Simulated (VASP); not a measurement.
Here is a VASP 6.6.1 calculation.

File INCAR:

```
PREC = Accurate ; ENCUT = 520
EDIFF = 1E-6 ; ISMEAR = 0
SIGMA = 0.02 ; LREAL = F
LASPH = T ; NELM = 150
ALGO = Normal ; ISIF = 2
LWAVE = F ; LCHARG = F
ISPIN = 2 ; MAGMOM = 0 2
LORBIT = 11 ; LMAXMIX = 4
LDAU = T ; LDAUTYPE = 2
LDAUL = -1 2 ; LDAUU = 0 6.2
LDAUJ = 0 0 ; LDAUPRINT = 1
GGA = PS ; NBANDS = 19
```

Contents of KPOINTS:

```
Automatic mesh
0
Gamma
  9 9 9
```

File POSCAR:

```
NiO
1.0
    0.0000000000      2.0885500000      2.0885500000
    2.0885500000      0.0000000000      2.0885500000
    2.0885500000      2.0885500000      0.0000000000
O Ni
1 1
Direct
    0.5000000000      0.5000000000      0.5000000000
    0.0000000000      0.0000000000      0.0000000000
```

Potentials or basis: VASP PAW PBE potentials, release 64 (O, Ni).

Launch:

```sh
$ cat potpaw_PBE.64/O/POTCAR potpaw_PBE.64/Ni/POTCAR > POTCAR
$ mpirun -np 1 vasp_std > vasp.out
```

Task: Estimate the net moment.

Result: 2.00 μB per cell.

Task: Estimate the pressure.

Result: -7.6 GPa.

Task: Estimate the site moments.

Result: O +0.18; Ni +1.81 μB.

Eigenvalues of the final occupation matrices:
```
    site  spin  trace               eigenvalues
site 2 d     1   5.03  0.98 0.98 0.98 1.04 1.04
site 2 d     2   3.24  0.15 0.15 0.98 0.98 0.98
```

Caveat: the PAW data sets were made with another functional, which shifts forces and pressure a little; a cell with one magnetic atom can't hold antiferromagnetic order, which such compounds often take. The state reached can hang on the start; a lower one may exist.
